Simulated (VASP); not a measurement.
Write the native input for VASP 6.6.1 that does the following.

| Quantity | Value |
| --- | --- |
| Task | single point |
| Functional | LDA |
| Potentials or basis | VASP PAW LDA potentials, release 64 (N) |
| Cutoff | 520 eV |
| k mesh | 6 × 6 × 6 |
| Occupations | gaussian, width 0.02 eV |
| Spin | collinear spin, ferromagnetic start |
| Starting moments | [3.15, 3.15, 3.15, 3.15] μB |
| Dipole correction | no |
| Further INCAR settings | ALGO = Normal; EDIFF = 1e-06; NBANDS = 22 |

The structure of N lies in POSCAR:

```
N
1.0
    4.8786079476      0.0000000000      0.0000000000
    0.0000000000      4.8786079476      0.0000000000
    0.0000000000      0.0000000000      4.8786079476
N
4
Direct
   -0.0000221095     -0.0000221095     -0.0000221095
    0.5000221095      1.0000221095      0.4999778905
    0.4999778905      0.5000221095      1.0000221095
    1.0000221095      0.4999778905      0.5000221095
```

These files were run (other wordings do the same):

INCAR

```
ALGO     = Normal         # electronic algorithm
EDIFF    = 1E-6           # SCF threshold, eV
ENCUT    = 520            # plane-wave cutoff, eV
ISIF     = 2              # what is computed and relaxed
ISMEAR   = 0              # smearing method
ISPIN    = 2              # spin polarisation
LASPH    = True           # aspherical terms in the spheres
LCHARG   = False          # write CHGCAR
LORBIT   = 11             # projections on sites
LREAL    = False          # projectors in reciprocal space
LWAVE    = False          # write WAVECAR
MAGMOM   = 3.15 3.15 3.15 3.15 # initial moments
NBANDS   = 22             # bands
NELM     = 150            # most SCF steps
PREC     = Accurate       # precision mode
SIGMA    = 0.02           # smearing width, eV
```

KPOINTS

```
k-points
0
Gamma
  6 6 6
```

Potentials or basis: VASP PAW LDA potentials, release 64 (N).

The run is started by

```bash
$ cat potpaw_LDA.64/N/POTCAR > POTCAR
$ mpirun -np 1 vasp_std > vasp.out
```

It gave:

| Property | Result |
| --- | --- |
| Pressure | -0.2 GPa |
| Band gap on the k mesh | 1.68 eV |
| Net moment | 12.00 μB per cell |
| Site moments | N +1.93 μB |
| Valence electrons inside the program's atomic spheres | N 3.24 |

Run time: 35 s on 1 thread of Intel(R) Xeon(R) 6975P-C (Granite Rapids), with other jobs on the host, peak memory 0.22 GiB.
